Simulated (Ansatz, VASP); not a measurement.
## Sn in VASP and in Ansatz

The input POSCAR:

```
Sn
1.0
    0.0000000000      2.4221711554      2.4221711554
    2.4221711554      0.0000000000      2.4221711554
    2.4221711554      2.4221711554      0.0000000000
Sn
1
Direct
    0.0000000000      0.0000000000      0.0000000000
```

File INCAR.step1:

```
SYSTEM = Sn
PREC = Accurate ; ENCUT = 520
ISMEAR = -1 ; SIGMA = 0.1
LREAL = .FALSE. ; LASPH = .TRUE.
NELM = 100 ; NBANDS = 13
GGA = PE ; ALGO = Normal
EDIFF = 1E-4 ; LWAVE = .TRUE.
LCHARG = .FALSE.
```

The input INCAR.step2:

```
SYSTEM = Sn
PREC = Accurate ; ENCUT = 520
EDIFF = 1E-6 ; ISMEAR = -1
SIGMA = 0.1 ; LREAL = .FALSE.
LASPH = .TRUE. ; NELM = 100
ALGO = Normal ; ISIF = 2
LWAVE = .FALSE. ; LCHARG = .FALSE.
METAGGA = R2SCAN ; LMIXTAU = .TRUE.
NBANDS = 13 ; ISTART = 1
```

File KPOINTS:

```
regular mesh
0
G
  13 13 13
  0 0 0
```

Input for Ansatz:

```yaml
crystal:
  lattice:
    - [0.0, 2.4221711554, 2.4221711554]
    - [2.4221711554, 0.0, 2.4221711554]
    - [2.4221711554, 2.4221711554, 0.0]
  atoms:
    - { symbol: Sn, position: [0.0, 0.0, 0.0] }
hamiltonian:
  xc: r2scan
  pseudopotentials:
    kind: paw
    azcp:
      Sn: "pseudopotentials/Sn.paw.azcp"
basis:
  ecutwfc: 500
  fft_grid_basis: typed
kpoints:
  mp_grid: { grid: [13, 13, 13], shift: [0, 0, 0] }
magnetization:
  spin_polarized: false
scf:
  occupations: { method: fermi_dirac, width: 0.1 }
  lower_state_search: "off"
output:
  stress: true
```

Alike in both runs: task single point; functional r2SCAN; k mesh 13 × 13 × 13; occupations fermi-dirac, width 0.1 eV; no spin polarisation.

|  | VASP | Ansatz |
| --- | --- | --- |
| version | VASP 6.6.1 | Ansatz 0.2.0 |
| potentials or method | VASP PAW PBE potentials, release 64 (Sn_d), cutoff 520 eV | plane waves (500 eV) with PAW, scalar-relativistic |
| valence electrons in the cell | 14 | 14 |

VASP gave:

| Property | Result |
| --- | --- |
| pressure (GPa) | -1.9 |

**Question.** Estimate Ansatz's values.

**Answer.** Pressure (GPa): -1.8.

VASP's potentials were made for PBE, not for r2SCAN.
